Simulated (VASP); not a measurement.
# NaS7 (Fm-3m) in VASP: further runs

The runs below take NaS7 through single point, relaxation of cell and atoms, with PBE.

All numbers are computed with VASP 6.6.1; they aren't measurements. Logs are shortened: lines on timing, memory, paths and dates and some standing lists are left out, and cuts for length are marked.

### Step 1. The cell of the first run

It takes space group Fm-3m (No. 225, cubic). Conventional cell: a = 8.093 Å, b = 8.093 Å, c = 8.093 Å, α = 90.00°, β = 90.00°, γ = 90.00°. Within 3.8 Å of Na (site symmetry m-3m) lie 12 S at 2.86 Å. Within 3.8 Å of S (site symmetry m-3m) lie 12 S at 2.86 Å. S (site symmetry mmm) has 2 Na at 2.86 Å and 10 S at 2.86 Å within 3.8 Å.

The cell was generated, and may not be a known phase.

### Step 2. Single point, PBE

The input, INCAR:

```
SYSTEM = NaS7
PREC = Accurate
ENCUT = 520
EDIFF = 1E-6
ISMEAR = 0
SIGMA = 0.1
LREAL = .False.
LASPH = .True.
NELM = 80
ALGO = Normal
ISIF = 2
LWAVE = .False.
LCHARG = .False.
GGA = PE
NBANDS = 34
```

The input, KPOINTS:

```
regular mesh
0
Gamma
  4 4 4
  0 0 0
```

The input, POSCAR:

```
NaS7
1.0
    0.0000000000      4.0464036534      4.0464036534
    4.0464036534      0.0000000000      4.0464036534
    4.0464036534      4.0464036534      0.0000000000
Na S
1 7
Direct
    0.0000000000      0.0000000000      0.0000000000
    0.5000000000      0.5000000000      0.5000000000
    0.5000000000      0.0000000000      0.0000000000
    0.5000000000      0.0000000000      0.5000000000
    0.0000000000      0.5000000000      0.5000000000
    0.0000000000      0.5000000000      0.0000000000
    0.5000000000      0.5000000000      0.0000000000
    0.0000000000      0.0000000000      0.5000000000
```

Potentials or basis: VASP PAW PBE potentials, release 64 (Na_pv, S).

Run with:

```console
cat potpaw_PBE.64/Na_pv/POTCAR potpaw_PBE.64/S/POTCAR > POTCAR
mpirun -np 1 vasp_std > vasp.out
```

OUTCAR:

```text
SYSTEM = NaS7
   PREC = Accurate
   ENCUT = 520
   EDIFF = 1E-6
   ISMEAR = 0
   LREAL = .False.
   LASPH = .True.
   NELM = 80
   ISIF = 2
   GGA = PE

 ion  position               nearest neighbor table
   1  0.000  0.000  0.000-
   2  0.500  0.500  0.500-
   3  0.500  0.000  0.000-
   4  0.500  0.000  0.500-
   5  0.000  0.500  0.500-
   6  0.000  0.500  0.000-
   7  0.500  0.500  0.000-
   8  0.000  0.000  0.500-

  LATTYP: Found a face centered cubic cell.
 ALAT       =     8.0928073068

  Lattice vectors:

 A1 = (   0.0000000000,   4.0464036534,   4.0464036534)
 A2 = (   4.0464036534,   0.0000000000,   4.0464036534)
 A3 = (   4.0464036534,   4.0464036534,   0.0000000000)

Analysis of symmetry for initial positions (statically):
=====================================================================
 Subroutine PRICEL returns:
 Original cell was already a primitive cell.

 Routine SETGRP: Setting up the symmetry group for a
 face centered cubic supercell.

 Subroutine GETGRP returns: Found 48 space group operations
 (whereof 48 operations were pure point group operations)
 out of a pool of 48 trial point group operations.

The static configuration has the point symmetry O_h .

Analysis of symmetry for dynamics (positions and initial velocities):
=====================================================================
 Subroutine PRICEL returns:
 Original cell was already a primitive cell.

 Routine SETGRP: Setting up the symmetry group for a
 face centered cubic supercell.

 Subroutine GETGRP returns: Found 48 space group operations
 (whereof 48 operations were pure point group operations)
 out of a pool of 48 trial point group operations.

The dynamic configuration has the point symmetry O_h .

 Subroutine INISYM returns: Found 48 space group operations
 (whereof 48 operations are pure point group operations),
 and found     1 'primitive' translations

----------------------------------------------------------------------------------------

                                     Primitive cell

  volume of cell :     132.5066

  direct lattice vectors                    reciprocal lattice vectors
     0.000000000  4.046403653  4.046403653    -0.123566516  0.123566516  0.123566516
     4.046403653  0.000000000  4.046403653     0.123566516 -0.123566516  0.123566516
     4.046403653  4.046403653  0.000000000     0.123566516  0.123566516 -0.123566516

  length of vectors
     5.722478925  5.722478925  5.722478925     0.214023483  0.214023483  0.214023483

  position of ions in fractional coordinates (direct lattice)
     0.000000000  0.000000000  0.000000000
     0.500000000  0.500000000  0.500000000
     0.500000000  0.000000000  0.000000000
     0.500000000  0.000000000  0.500000000
     0.000000000  0.500000000  0.500000000
     0.000000000  0.500000000  0.000000000
     0.500000000  0.500000000  0.000000000
     0.000000000  0.000000000  0.500000000

  ion indices of the primitive-cell ions
   primitive index   ion index
                 1           1
                 2           2
                 3           3
                 4           4
                 5           5
                 6           6
                 7           7
                 8           8

----------------------------------------------------------------------------------------

 KPOINTS: regular mesh

Automatic generation of k-mesh.
 Grid dimensions read from file:
 generate k-points for:    4    4    4

 Generating k-lattice:

  Cartesian coordinates                     Fractional coordinates (reciprocal lattice)
    -0.030891629  0.030891629  0.030891629     0.250000000  0.000000000  0.000000000
     0.030891629 -0.030891629  0.030891629     0.000000000  0.250000000  0.000000000
     0.030891629  0.030891629 -0.030891629     0.000000000  0.000000000  0.250000000

  Length of vectors
     0.053505871  0.053505871  0.053505871

  Shift w.r.t. Gamma in fractional coordinates (k-lattice)
     0.000000000  0.000000000  0.000000000

 Subroutine IBZKPT returns following result:
 ===========================================

 Found      8 irreducible k-points:

 Following reciprocal coordinates:
            Coordinates               Weight
  0.000000  0.000000  0.000000      1.000000
  0.250000  0.000000  0.000000      8.000000
  0.500000  0.000000  0.000000      4.000000
  0.250000  0.250000  0.000000      6.000000
  0.500000  0.250000  0.000000     24.000000
 -0.250000  0.250000  0.000000     12.000000
  0.500000  0.500000  0.000000      3.000000
 -0.250000  0.500000  0.250000      6.000000
   k-points           NKPTS =      8   k-points in BZ     NKDIM =      8   number of bands    NBANDS=     34
   number of dos      NEDOS =    301   number of ions     NIONS =      8
   total plane-waves  NPLWV = 110592
   dimension x,y,z NGX =    48 NGY =   48 NGZ =   48
   dimension x,y,z NGXF=    96 NGYF=   96 NGZF=   96
   ions per type =               1   7
   NGX,Y,Z   is equivalent  to a cutoff of  13.94, 13.94, 13.94 a.u.
   NGXF,Y,Z  is equivalent  to a cutoff of  27.89, 27.89, 27.89 a.u.
 SYSTEM =  NaS7
   PREC   = accura    normal or accurate (medium, high low for compatibility)
   ISTART =      0    job   : 0-new  1-cont  2-samecut
   ICHARG =      2    charge: 1-file 2-atom 10-const
   ISPIN  =      1    spin polarized calculation?
   LNONCOLLINEAR =      F non collinear calculations
   LSORBIT =      F    spin-orbit coupling
   LASPH  =      T    aspherical Exc in radial PAW
   ENCUT  =  520.0 eV  38.22 Ry    6.18 a.u.  10.64 10.64 10.64*2*pi/ulx,y,z
   NELM   =     80;   NELMIN=  2; NELMDL= -5     # of ELM steps
   EDIFF  = 0.1E-05   stopping-criterion for ELM
   LREAL  =      F    real-space projection
   EDIFFG = 0.1E-04   stopping-criterion for IOM
   NSW    =      0    number of steps for IOM
   IBRION =     -1    ionic relax: 0-MD 1-quasi-New 2-CG
   NFREE  =      0    steps in history (QN), initial steepest desc. (CG)
   ISIF   =      2    stress and relaxation
   ISYM   =      2    0-nonsym 1-usesym 2-fastsym
   POTIM  = 0.5000    time-step for ionic-motion
   TEBEG  =    0.0;   TEEND  =   0.0 temperature during run
   PSTRESS=    0.0 pullay stress
   NELECT =      49.0000    total number of electrons
   NUPDOWN=      -1.0000    fix difference up-down
   EMIN   =  10.00;   EMAX   =-10.00  energy-range for DOS
   EFERMI =   0.00;   METHOD = LEGACY
   ISMEAR =     0;   SIGMA  =   0.10  broadening in eV -4-tet -1-fermi 0-gaus
   EFERMI_NEDOS =   21; number of points for ismear=-14 and -15
   IALGO  =     38    algorithm
   IMIX   =      4    mixing-type and parameters
     AMIX     =   0.40;   BMIX     =  1.00
     AMIX_MAG =   1.60;   BMIX_MAG =  1.00
  volume/ion in A,a.u.               =      16.56       111.77
  Fermi-wavevector in a.u.,A,eV,Ry     =   1.175063  2.220546 18.786544  1.380772
  Thomas-Fermi vector in A             =   2.311449
   LORBIT       =      0    0 simple, 1 ext, 2 COOP (PROOUT), +10 PAW based schemes
   GGA     = PE    functional components
   LHFCALC =     F    Hartree Fock is set to
   AEXX    =    0.0000 exact exchange contribution
   IVDW    =     0    specifies the selected vdW correction
   LEPSILON=     F    determine dielectric tensor
   LRPA    =     F    only Hartree local field effects (RPA)
 non-spin polarized calculation
 Gauss-broadening in eV      SIGMA  =   0.10
  energy-cutoff  :      520.00
  volume of cell :      132.51
 maximum number of plane-waves:      3591
 NGX is ok and might be reduce to    48
   NGX = 21   NGY = 21   NGZ = 21

 number of electron      49.0000002 magnetization

 Free energy of the ion-electron system (eV)
  ---------------------------------------------------
  ext. energy  EPLUGINS =         0.00000000
  ---------------------------------------------------
  free energy    TOTEN  =       -23.66205938 eV

  energy without entropy =      -23.62706297  energy(sigma->0) =      -23.64456117

 E-fermi :   6.3206     XC(G=0): -10.6687

 val. band max:        6.2975243884   @ k =   0.0000   0.0000   0.0000
 cond. band min:       6.3788724082   @ k =  -0.2500   0.2500   0.0000
 fundamental gap:      0.0813480198
 Fermi energy:         6.3206061075

 k-point     1 :       0.0000    0.0000    0.0000
  band No.  band energies     occupation
      1     -16.8782      2.00000
      2     -16.8782      2.00000
      3     -16.8782      2.00000
      4      -9.6859      2.00000
      5      -6.2418      2.00000
      6      -6.2418      2.00000
[... 26 lines left out ...]
     33      12.1155      0.00000
     34      12.1158      0.00000

 k-point     2 :       0.2500    0.0000    0.0000
  band No.  band energies     occupation
      1     -16.8799      2.00000
      2     -16.8785      2.00000
      3     -16.8785      2.00000
      4      -9.3565      2.00000
      5      -7.0063      2.00000
      6      -6.1107      2.00000
[... 26 lines left out ...]
     33      12.7406      0.00000
     34      12.7447      0.00000

 k-point     3 :       0.5000    0.0000    0.0000
  band No.  band energies     occupation
      1     -16.8817      2.00000
      2     -16.8788      2.00000
      3     -16.8788      2.00000
      4      -8.6124      2.00000
      5      -8.1288      2.00000
      6      -5.7407      2.00000
[... 26 lines left out ...]
     33      12.7971      0.00000
     34      13.6954      0.00000

 k-point     4 :       0.2500    0.2500    0.0000
  band No.  band energies     occupation
      1     -16.8799      2.00000
      2     -16.8789      2.00000
      3     -16.8789      2.00000
      4      -9.2452      2.00000
      5      -6.4849      2.00000
      6      -6.4260      2.00000
[... 26 lines left out ...]
     33      12.9828      0.00000
     34      13.1342      0.00000

 k-point     5 :       0.5000    0.2500    0.0000
  band No.  band energies     occupation
      1     -16.8812      2.00000
      2     -16.8797      2.00000
      3     -16.8793      2.00000
      4      -8.5335      2.00000
      5      -7.6687      2.00000
      6      -6.8591      2.00000
[... 26 lines left out ...]
     33      13.7934      0.00000
     34      14.0543      0.00000

 k-point     6 :      -0.2500    0.2500    0.0000
  band No.  band energies     occupation
      1     -16.8808      2.00000
      2     -16.8798      2.00000
      3     -16.8788      2.00000
      4      -8.8304      2.00000
      5      -7.3815      2.00000
      6      -6.9612      2.00000
[... 26 lines left out ...]
     33      13.4620      0.00000
     34      14.1610      0.00000

 k-point     7 :       0.5000    0.5000    0.0000
  band No.  band energies     occupation
      1     -16.8817      2.00000
      2     -16.8797      2.00000
      3     -16.8797      2.00000
      4      -8.1372      2.00000
      5      -7.8172      2.00000
      6      -6.6912      2.00000
[... 26 lines left out ...]
     33      13.8298      0.00000
     34      14.3191      0.00000

 k-point     8 :      -0.2500    0.5000    0.2500
  band No.  band energies     occupation
      1     -16.8807      2.00000
      2     -16.8807      2.00000
      3     -16.8797      2.00000
      4      -7.7598      2.00000
      5      -7.7401      2.00000
      6      -7.7401      2.00000
[... 26 lines left out ...]
     33      13.5437      0.00000
     34      14.1071      0.00000

------------------------ aborting loop because EDIFF is reached ----------------------------------------

  FORCE on cell =-STRESS in cart. coord.  units (eV):
  Direction    XX          YY          ZZ          XY          YZ          ZX
  --------------------------------------------------------------------------------------
  -------------------------------------------------------------------------------------
  Total       -0.0919305     -0.0919305     -0.0919305     -0.0000000     -0.0000000     -0.0000000
  in kB       -1.1115592     -1.1115592     -1.1115592     -0.0000000     -0.0000000     -0.0000000
  external PRESSURE =      -1.1115592 kB  Pullay stress =       0.0000000 kB

 VOLUME and BASIS-vectors are now :
 -----------------------------------------------------------------------------
  energy-cutoff  :      520.00
  volume of cell :      132.51
      direct lattice vectors                 reciprocal lattice vectors
     0.000000000  4.046403653  4.046403653    -0.123566516  0.123566516  0.123566516
     4.046403653  0.000000000  4.046403653     0.123566516 -0.123566516  0.123566516
     4.046403653  4.046403653  0.000000000     0.123566516  0.123566516 -0.123566516

 POSITION                                       TOTAL-FORCE (eV/Angst)
 -----------------------------------------------------------------------------------
      0.00000      0.00000      0.00000         0.000000      0.000000      0.000000
      4.04640      4.04640      4.04640         0.000000      0.000000      0.000000
      0.00000      2.02320      2.02320         0.000000     -0.000000      0.000000
      2.02320      4.04640      2.02320        -0.000000      0.000000     -0.000000
      4.04640      2.02320      2.02320        -0.000000      0.000000     -0.000000
      2.02320      0.00000      2.02320         0.000000      0.000000      0.000000
      2.02320      2.02320      4.04640         0.000000     -0.000000      0.000000
      2.02320      2.02320      0.00000         0.000000      0.000000     -0.000000
 -----------------------------------------------------------------------------------
    total drift:                                0.000000      0.000000      0.000000

  FREE ENERGIE OF THE ION-ELECTRON SYSTEM (eV)
  ---------------------------------------------------
  free  energy   TOTEN  =       -23.6620593786 eV

  energy  without entropy=      -23.6270629706  energy(sigma->0) =      -23.64456117
```

Run time: 81 s. Hardware: 1 thread of AMD EPYC 7R43 (Zen 3), shared host; peak memory 0.27 GiB.

What came out:

```yaml
Free_energy: -23.6621 eV
Pressure: -0.1 GPa
Band_gap_on_the_k_mesh: zero (an odd number of electrons rules out a gap without spin polarisation)
```

(Part 1 of 2 ends here.)

The gap in the log of VASP goes by the Fermi energy; the results here count the filled bands.